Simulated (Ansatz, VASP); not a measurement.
CdSe in VASP and in Ansatz

```
Cd Se
1.0
    -4.22961    4.22961    4.22961
     4.22961   -4.22961    4.22961
     4.22961    4.22961   -4.22961
Cd Se
4 4
Direct
  0.31917 0.00000 0.00000
  0.68083 0.68083 0.68083
  0.00000 0.31917 0.00000
  0.00000 0.00000 0.31917
  0.00000 0.67322 0.00000
  0.32678 0.32678 0.32678
  0.67322 0.00000 0.00000
  0.00000 0.00000 0.67322
```

Alike in both runs: functional PBE; k mesh 6 × 6 × 6; occupations gaussian, width 0.02 eV; no spin polarisation.

Ansatz relaxed the structure, and its values are those at the end. VASP's run is a single point on that final structure, the one shown.

|  | VASP | Ansatz |
| --- | --- | --- |
| version | VASP 6.6.1 | Ansatz 0.2.0 |
| potentials or method | VASP PAW PBE potentials, release 64 (Cd, Se), cutoff 520 eV | scalar-relativistic, plane waves, PAW |
| valence electrons in the cell | 72 | 144 |

Ansatz gave:

- gap on the k mesh at the Fermi level (eV): 0.91
- least direct gap on the mesh (eV): 0.96
- pressure (GPa): 0.0
- rms of the force components (eV/Å): 0.006

Q: Which values does VASP return?

A: gap on the k mesh at the Fermi level (eV): 0.91; least direct gap on the mesh (eV): 0.96; pressure (GPa): 0.2; rms of the force components (eV/Å): 0.006.

The functional is the same, so the differences come from potentials, cutoffs and numerics. VASP's potentials hold 72 valence electrons a cell and Ansatz's 144, so a difference there can come from the potentials and not from the codes.
